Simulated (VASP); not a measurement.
# In (Pm-3m) in VASP: notebook, part 2 of 2

VASP 6.6.1. Earlier steps stand in the parts before.

### Step 3. Single point, PBEsol

This run uses another cell than the first one, of 21.12 Å³/atom, 1.069 times its volume.

INCAR reads:

```
PREC = Accurate
ENCUT = 520
EDIFF = 1E-7
ISMEAR = 0
SIGMA = 0.1
LREAL = F
LASPH = T
NELM = 60
ALGO = Normal
ISIF = 2
LWAVE = F
LCHARG = F
GGA = PS
NBANDS = 12
```

KPOINTS reads:

```
Automatic mesh
0
Gamma
  13 13 13
```

POSCAR reads:

```
In
1.0
    2.7643335392      0.0000000000      0.0000000000
    0.0000000000      2.7643335392      0.0000000000
    0.0000000000      0.0000000000      2.7643335392
In
1
Direct
    0.0000000000      0.0000000000      0.0000000000
```

Potentials or basis: VASP PAW PBE potentials, release 64 (In_d).

On the command line:

```
> cat potpaw_PBE.64/In_d/POTCAR > POTCAR
> mpirun -np 1 vasp_std > vasp.out
```

OUTCAR:

```text
PREC = Accurate
   ENCUT = 520
   EDIFF = 1E-7
   ISMEAR = 0
   LREAL = F
   LASPH = T
   NELM = 60
   ISIF = 2
   GGA = PS

 ion  position               nearest neighbor table
   1  0.000  0.000  0.000-

  LATTYP: Found a simple cubic cell.
 ALAT       =     2.7643335392

  Lattice vectors:

 A1 = (   2.7643335392,   0.0000000000,   0.0000000000)
 A2 = (   0.0000000000,   2.7643335392,   0.0000000000)
 A3 = (   0.0000000000,   0.0000000000,   2.7643335392)

Analysis of symmetry for initial positions (statically):
=====================================================================
 Subroutine PRICEL returns:
 Original cell was already a primitive cell.

 Routine SETGRP: Setting up the symmetry group for a
 simple cubic supercell.

 Subroutine GETGRP returns: Found 48 space group operations
 (whereof 48 operations were pure point group operations)
 out of a pool of 48 trial point group operations.

The static configuration has the point symmetry O_h .

Analysis of symmetry for dynamics (positions and initial velocities):
=====================================================================
 Subroutine PRICEL returns:
 Original cell was already a primitive cell.

 Routine SETGRP: Setting up the symmetry group for a
 simple cubic supercell.

 Subroutine GETGRP returns: Found 48 space group operations
 (whereof 48 operations were pure point group operations)
 out of a pool of 48 trial point group operations.

The dynamic configuration has the point symmetry O_h .

 Subroutine INISYM returns: Found 48 space group operations
 (whereof 48 operations are pure point group operations),
 and found     1 'primitive' translations

----------------------------------------------------------------------------------------

                                     Primitive cell

  volume of cell :      21.1238

  direct lattice vectors                    reciprocal lattice vectors
[... 113 lines left out ...]
   IVDW    =     0    specifies the selected vdW correction
   LEPSILON=     F    determine dielectric tensor
   LRPA    =     F    only Hartree local field effects (RPA)
 non-spin polarized calculation
 Gauss-broadening in eV      SIGMA  =   0.10
  energy-cutoff  :      520.00
  volume of cell :       21.12
 maximum number of plane-waves:       587
 NGX is ok and might be reduce to    24
   NGX = 11   NGY = 11   NGZ = 11

 number of electron      12.9999994 magnetization

 Free energy of the ion-electron system (eV)
  ---------------------------------------------------
  ext. energy  EPLUGINS =         0.00000000
  ---------------------------------------------------
  free energy    TOTEN  =        -2.58051527 eV

  energy without entropy =       -2.57844691  energy(sigma->0) =       -2.57948109

 E-fermi :   9.8209     XC(G=0): -11.3962

 val. band max:        9.7770499535   @ k =   0.3077   0.0000   0.0000
 cond. band min:       9.8648111650   @ k =   0.3846   0.3077   0.1538
 fundamental gap:      0.0877612115
 Fermi energy:         9.8208538342

 k-point     1 :       0.0000    0.0000    0.0000
  band No.  band energies     occupation
      1      -5.8952      2.00000
      2      -5.8952      2.00000
      3      -4.4196      2.00000
      4      -4.4196      2.00000
      5      -4.4196      2.00000
      6      -1.3088      2.00000
      7      18.6393      0.00000
      8      18.6393      0.00000
      9      18.6393      0.00000
     10      22.4982      0.00000
     11      22.4982      0.00000
     12      24.3114      0.00000
[... 331 lines left out ...]
 k-point    24 :       0.3846    0.3077    0.0000
  band No.  band energies     occupation
      1      -5.4839      2.00000
      2      -5.2721      2.00000
      3      -4.7505      2.00000
      4      -4.6611      2.00000
      5      -4.5367      2.00000
      6       4.0470      2.00000
      7       9.3245      2.00000
      8      13.1734      0.00000
      9      18.2559      0.00000
     10      24.6023      0.00000
     11      25.0350      0.00000
     12      27.9237      0.00000

 [... further k-points ...]

------------------------ aborting loop because EDIFF is reached ----------------------------------------

  FORCE on cell =-STRESS in cart. coord.  units (eV):
  Direction    XX          YY          ZZ          XY          YZ          ZX
  --------------------------------------------------------------------------------------
  -------------------------------------------------------------------------------------
  Total        2.6376499      2.6376499      2.6376499     -0.0000000     -0.0000000     -0.0000000
  in kB      200.0582186    200.0582186    200.0582186     -0.0000000     -0.0000000     -0.0000000
  external PRESSURE =     200.0582186 kB  Pullay stress =       0.0000000 kB

 VOLUME and BASIS-vectors are now :
 -----------------------------------------------------------------------------
  energy-cutoff  :      520.00
  volume of cell :       21.12
      direct lattice vectors                 reciprocal lattice vectors
     2.764333539  0.000000000  0.000000000     0.361750847  0.000000000  0.000000000
     0.000000000  2.764333539  0.000000000     0.000000000  0.361750847  0.000000000
     0.000000000  0.000000000  2.764333539     0.000000000  0.000000000  0.361750847

 POSITION                                       TOTAL-FORCE (eV/Angst)
 -----------------------------------------------------------------------------------
      0.00000      0.00000      0.00000         0.000000      0.000000      0.000000
 -----------------------------------------------------------------------------------
    total drift:                                0.000000     -0.000000     -0.000000

  FREE ENERGIE OF THE ION-ELECTRON SYSTEM (eV)
  ---------------------------------------------------
  free  energy   TOTEN  =        -2.5805152737 eV

  energy  without entropy=       -2.5784469097  energy(sigma->0) =       -2.57948109
```

Wall time 23 s (1 thread of AMD EPYC 9R45 (Zen 5), shared host); peak memory 0.11 GiB.

What came out:

| Quantity | Value |
| --- | --- |
| Free energy | -2.5805 eV |
| Pressure | 20.0 GPa |

Caveat: the PAW data sets were made with another functional, which shifts forces and pressure a little; spin-orbit coupling is left out, which moves the levels of the heavy elements.
